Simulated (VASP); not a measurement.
# Nb (R-3m) in VASP: notebook, part 3 of 3

VASP 6.6.1.

## 6. Single point, PBEsol

This run uses another cell than the first one, of the same volume but with other edges.

INCAR reads:

```
PREC = Accurate
ENCUT = 520
EDIFF = 1E-6
ISMEAR = 0
SIGMA = 0.15
LREAL = F
LASPH = T
NELM = 80
ALGO = Fast
ISIF = 2
LWAVE = F
LCHARG = F
GGA = PS
NBANDS = 12
```

KPOINTS reads:

```
Automatic mesh
0
Gamma
  22 22 22
```

POSCAR reads:

```
Nb
1.0
   -0.2232736111      2.0094624999      2.0094624999
    2.0094624999     -0.2232736111      2.0094624999
    2.0094624999      2.0094624999     -0.2232736111
Nb
1
Direct
    0.0000000000      0.0000000000      0.0000000000
```

Potentials or basis: VASP PAW PBE potentials, release 64 (Nb_sv).

On the command line:

```bash
> cat potpaw_PBE.64/Nb_sv/POTCAR > POTCAR
> mpirun -np 1 vasp_std > vasp.out
```

OUTCAR:

```text
PREC = Accurate
   ENCUT = 520
   EDIFF = 1E-6
   ISMEAR = 0
   LREAL = F
   LASPH = T
   NELM = 80
   ISIF = 2
   GGA = PS

 ion  position               nearest neighbor table
   1  0.000  0.000  0.000-

  LATTYP: Found a trigonal (rhomboedric) cell.
 ALAT       =     2.8505666423
 COS(alpha) =     0.3865030675

  Lattice vectors:

 A1 = (  -0.2232736111,   2.0094624999,   2.0094624999)
 A2 = (   2.0094624999,  -0.2232736111,   2.0094624999)
 A3 = (   2.0094624999,   2.0094624999,  -0.2232736111)

Analysis of symmetry for initial positions (statically):
=====================================================================
 Subroutine PRICEL returns:
 Original cell was already a primitive cell.

 Routine SETGRP: Setting up the symmetry group for a
 trigonal (rhombohedral) supercell.

 Subroutine GETGRP returns: Found 12 space group operations
 (whereof 12 operations were pure point group operations)
 out of a pool of 12 trial point group operations.

The static configuration has the point symmetry D_3d.

Analysis of symmetry for dynamics (positions and initial velocities):
=====================================================================
 Subroutine PRICEL returns:
 Original cell was already a primitive cell.

 Routine SETGRP: Setting up the symmetry group for a
 trigonal (rhombohedral) supercell.

 Subroutine GETGRP returns: Found 12 space group operations
 (whereof 12 operations were pure point group operations)
 out of a pool of 12 trial point group operations.

The dynamic configuration has the point symmetry D_3d.

 Subroutine INISYM returns: Found 12 space group operations
 (whereof 12 operations are pure point group operations),
 and found     1 'primitive' translations

----------------------------------------------------------------------------------------

                                     Primitive cell

  volume of cell :      18.9217

  direct lattice vectors                    reciprocal lattice vectors
    -0.223273611  2.009462500  2.009462500    -0.210767512  0.237113451  0.237113451
     2.009462500 -0.223273611  2.009462500     0.237113451 -0.210767512  0.237113451
     2.009462500  2.009462500 -0.223273611     0.237113451  0.237113451 -0.210767512

  length of vectors
     2.850566642  2.850566642  2.850566642     0.396066310  0.396066310  0.396066310

  position of ions in fractional coordinates (direct lattice)
     0.000000000  0.000000000  0.000000000

  ion indices of the primitive-cell ions
   primitive index   ion index
                 1           1

----------------------------------------------------------------------------------------

 KPOINTS: Automatic mesh

Automatic generation of k-mesh.
 Grid dimensions read from file:
 generate k-points for:   22   22   22

 Generating k-lattice:

  Cartesian coordinates                     Fractional coordinates (reciprocal lattice)
    -0.009580341  0.010777884  0.010777884     0.045454545  0.000000000  0.000000000
     0.010777884 -0.009580341  0.010777884     0.000000000  0.045454545  0.000000000
     0.010777884  0.010777884 -0.009580341     0.000000000  0.000000000  0.045454545

  Length of vectors
     0.018003014  0.018003014  0.018003014

  Shift w.r.t. Gamma in fractional coordinates (k-lattice)
     0.000000000  0.000000000  0.000000000

 Subroutine IBZKPT returns following result:
 ===========================================

 Found   1024 irreducible k-points:

 Following reciprocal coordinates:
            Coordinates               Weight
  0.000000  0.000000  0.000000      1.000000
  0.045455  0.000000  0.000000      6.000000
  0.090909  0.000000  0.000000      6.000000
  0.136364  0.000000 -0.000000      6.000000
  0.181818  0.000000  0.000000      6.000000
  0.227273  0.000000  0.000000      6.000000
[... 16 lines left out ...]
  0.500000  0.045455  0.000000     12.000000
 -0.454545  0.045455 -0.000000     12.000000
 [... further k-points ...]
   k-points           NKPTS =   1024   k-points in BZ     NKDIM =   1024   number of bands    NBANDS=     12
   number of dos      NEDOS =    301   number of ions     NIONS =      1
   total plane-waves  NPLWV =  13824
   dimension x,y,z NGX =    24 NGY =   24 NGZ =   24
   dimension x,y,z NGXF=    48 NGYF=   48 NGZF=   48
   ions per type =               1
   NGX,Y,Z   is equivalent  to a cutoff of  14.00, 14.00, 14.00 a.u.
   NGXF,Y,Z  is equivalent  to a cutoff of  27.99, 27.99, 27.99 a.u.
 SYSTEM =  unknown system
   PREC   = accura    normal or accurate (medium, high low for compatibility)
   ISTART =      0    job   : 0-new  1-cont  2-samecut
   ICHARG =      2    charge: 1-file 2-atom 10-const
   ISPIN  =      1    spin polarized calculation?
   LNONCOLLINEAR =      F non collinear calculations
   LSORBIT =      F    spin-orbit coupling
   LASPH  =      T    aspherical Exc in radial PAW
   ENCUT  =  520.0 eV  38.22 Ry    6.18 a.u.   5.30  5.30  5.30*2*pi/ulx,y,z
   NELM   =     80;   NELMIN=  2; NELMDL= -5     # of ELM steps
   EDIFF  = 0.1E-05   stopping-criterion for ELM
   LREAL  =      F    real-space projection
[... 7 lines left out ...]
   TEBEG  =    0.0;   TEEND  =   0.0 temperature during run
   PSTRESS=    0.0 pullay stress
   NELECT =      13.0000    total number of electrons
   NUPDOWN=      -1.0000    fix difference up-down
   EMIN   =  10.00;   EMAX   =-10.00  energy-range for DOS
   EFERMI =   0.00;   METHOD = LEGACY
   ISMEAR =     0;   SIGMA  =   0.15  broadening in eV -4-tet -1-fermi 0-gaus
   EFERMI_NEDOS =   21; number of points for ismear=-14 and -15
   IALGO  =     68    algorithm
   IMIX   =      4    mixing-type and parameters
     AMIX     =   0.40;   BMIX     =  1.00
     AMIX_MAG =   1.60;   BMIX_MAG =  1.00
  volume/ion in A,a.u.               =      18.92       127.69
  Fermi-wavevector in a.u.,A,eV,Ry     =   1.444560  2.729823 28.392005  2.086754
  Thomas-Fermi vector in A             =   2.562841
   LORBIT       =      0    0 simple, 1 ext, 2 COOP (PROOUT), +10 PAW based schemes
   GGA     = PS    functional components
   LHFCALC =     F    Hartree Fock is set to
   AEXX    =    0.0000 exact exchange contribution
   IVDW    =     0    specifies the selected vdW correction
   LEPSILON=     F    determine dielectric tensor
   LRPA    =     F    only Hartree local field effects (RPA)
 non-spin polarized calculation
 RMM-DIIS sequential band-by-band and
 Gauss-broadening in eV      SIGMA  =   0.15
  energy-cutoff  :      520.00
  volume of cell :       18.92
 maximum number of plane-waves:       524
 NGX is ok and might be reduce to    24

 number of electron      13.0000001 magnetization

 Free energy of the ion-electron system (eV)
  ---------------------------------------------------
  ext. energy  EPLUGINS =         0.00000000
  ---------------------------------------------------
  free energy    TOTEN  =       -10.64853796 eV

  energy without entropy =      -10.63174224  energy(sigma->0) =      -10.64014010

 E-fermi :  10.5949     XC(G=0): -12.3486

 val. band max:       10.5921417244   @ k =  -0.3182   0.4545   0.1818
 cond. band min:      10.5956516178   @ k =  -0.2273  -0.3636   0.1364
 fundamental gap:      0.0035098934
 Fermi energy:        10.5949216094

 k-point     1 :       0.0000    0.0000    0.0000
  band No.  band energies     occupation
      1     -43.9121      2.00000
      2     -19.4040      2.00000
      3     -19.4040      2.00000
      4     -19.0829      2.00000
      5       4.5293      2.00000
      6       9.8309      2.00000
      7       9.8309      2.00000
      8      12.6215      0.00000
      9      13.7847      0.00000
     10      13.7847      0.00000
     11      22.5698      0.00000
     12      26.3003      0.00000
[... 331 lines left out ...]
 k-point    24 :      -0.4545    0.0455   -0.0000
  band No.  band energies     occupation
      1     -43.7366      2.00000
      2     -20.5167      2.00000
      3     -19.4509      2.00000
      4     -19.2782      2.00000
      5       7.0490      2.00000
      6       9.6746      2.00000
      7      11.4396      0.00000
      8      12.2903      0.00000
      9      14.5273      0.00000
     10      15.4268      0.00000
     11      20.8461      0.00000
     12      23.1662      0.00000

 [... further k-points ...]

------------------------ aborting loop because EDIFF is reached ----------------------------------------

  FORCE on cell =-STRESS in cart. coord.  units (eV):
  Direction    XX          YY          ZZ          XY          YZ          ZX
  --------------------------------------------------------------------------------------
  -------------------------------------------------------------------------------------
  Total       -1.0170971     -1.0170971     -1.0170971     -0.1193120     -0.1193120     -0.1193120
  in kB      -86.1215636    -86.1215636    -86.1215636    -10.1026062    -10.1026062    -10.1026062
  external PRESSURE =     -86.1215636 kB  Pullay stress =       0.0000000 kB

 VOLUME and BASIS-vectors are now :
 -----------------------------------------------------------------------------
  energy-cutoff  :      520.00
  volume of cell :       18.92
      direct lattice vectors                 reciprocal lattice vectors
    -0.223273611  2.009462500  2.009462500    -0.210767512  0.237113451  0.237113451
     2.009462500 -0.223273611  2.009462500     0.237113451 -0.210767512  0.237113451
     2.009462500  2.009462500 -0.223273611     0.237113451  0.237113451 -0.210767512

 POSITION                                       TOTAL-FORCE (eV/Angst)
 -----------------------------------------------------------------------------------
      0.00000      0.00000      0.00000         0.000000     -0.000000      0.000000
 -----------------------------------------------------------------------------------
    total drift:                               -0.000000      0.000000     -0.000000

  FREE ENERGIE OF THE ION-ELECTRON SYSTEM (eV)
  ---------------------------------------------------
  free  energy   TOTEN  =       -10.6485379561 eV

  energy  without entropy=      -10.6317422377  energy(sigma->0) =      -10.64014010
```

OSZICAR:

```text
N       E                     dE             d eps       ncg     rms          rms(c)
DAV:   1     0.115391562635E+03    0.11539E+03   -0.72616E+03 24696   0.108E+03
DAV:   2    -0.621671092263E+01   -0.12161E+03   -0.11719E+03 26608   0.385E+02
DAV:   3    -0.108109048489E+02   -0.45942E+01   -0.43611E+01 35180   0.653E+01
[... 14 lines left out ...]
RMM:  18    -0.106485359237E+02    0.14274E-05   -0.21068E-05 32090   0.379E-02    0.192E-02
RMM:  19    -0.106485375084E+02   -0.15848E-05   -0.20238E-05 35633   0.532E-02    0.941E-03
RMM:  20    -0.106485394301E+02   -0.19217E-05   -0.63501E-06 24929   0.295E-02    0.176E-02
RMM:  21    -0.106485382020E+02    0.12281E-05   -0.36430E-06 22239   0.136E-02    0.696E-03
RMM:  22    -0.106485379561E+02    0.24591E-06   -0.28401E-06 21523   0.139E-02
   1 F= -.10648538E+02 E0= -.10640140E+02  d E =-.167957E-01
```

Run time: 2.3 min. Hardware: 1 thread of Intel Xeon 6975P-C (Granite Rapids), shared host; peak memory 0.33 GiB.

What came out:

```yaml
Free_energy: -10.6485 eV
Pressure: -8.6 GPa
```

Stress tensor (GPa, compression positive):
```
-8.61 -1.01 -1.01
-1.01 -8.61 -1.01
-1.01 -1.01 -8.61
```

Levels at points of the mesh, in eV from the Fermi level:
| k point | band 3 | band 4 | band 5 | band 6 | band 7 | band 8 | band 9 | band 10 |
| --- | --- | --- | --- | --- | --- | --- | --- | --- |
| (0.00, 0.00, 0.00) | -30.00 | -29.68 | -6.07 | -0.76 | -0.76 | 2.03 | 3.19 | 3.19 |
| (0.50, 0.00, 0.00) | -30.03 | -29.86 | -3.61 | -0.92 | 1.04 | 1.68 | 3.79 | 4.90 |
| (0.50, 0.50, 0.00) | -30.55 | -30.07 | -3.91 | -3.07 | 3.79 | 4.28 | 5.01 | 6.04 |
| (0.50, 0.50, 0.50) | -30.33 | -30.33 | -3.72 | -0.56 | -0.56 | 3.16 | 5.55 | 5.55 |

Caveat: the PAW data sets were made with another functional, which shifts forces and pressure a little.

## 7. The runs side by side

```csv
cell,further INCAR settings,gap on the mesh (eV),pressure (GPa)
"a = 4.112 Å, angles 33.6°, 1 atom",ALGO = Fast; EDIFF = 1e-06; NBANDS = 12,none,53.9
"a = 2.743 Å, angles 75.3°, 1 atom",ALGO = Fast; EDIFF = 1e-06; NBANDS = 12,none,-6.4
"a = 3.435 Å, angles 45.7°, 1 atom",ALGO = Fast; EDIFF = 1e-07; NBANDS = 12,none,2.4
"a = 2.685 Å, angles 82.7°, 1 atom",ALGO = Fast; EDIFF = 1e-07; NBANDS = 12,none,-1.0
"a = 2.851 Å, angles 67.3°, 1 atom",ALGO = Fast; EDIFF = 1e-06; NBANDS = 12,none,-8.6
```

Alike in all rows: task single point; level PBEsol; potentials or basis VASP PAW PBE potentials, release 64 (Nb_sv); no spin polarisation; k mesh 22 × 22 × 22; cutoff (eV) 520; smearing gaussian 0.15 eV.

Caveats: the PAW data sets were made with another functional, which shifts forces and pressure a little.

Absolute energies hang on the potentials; compare differences alone.
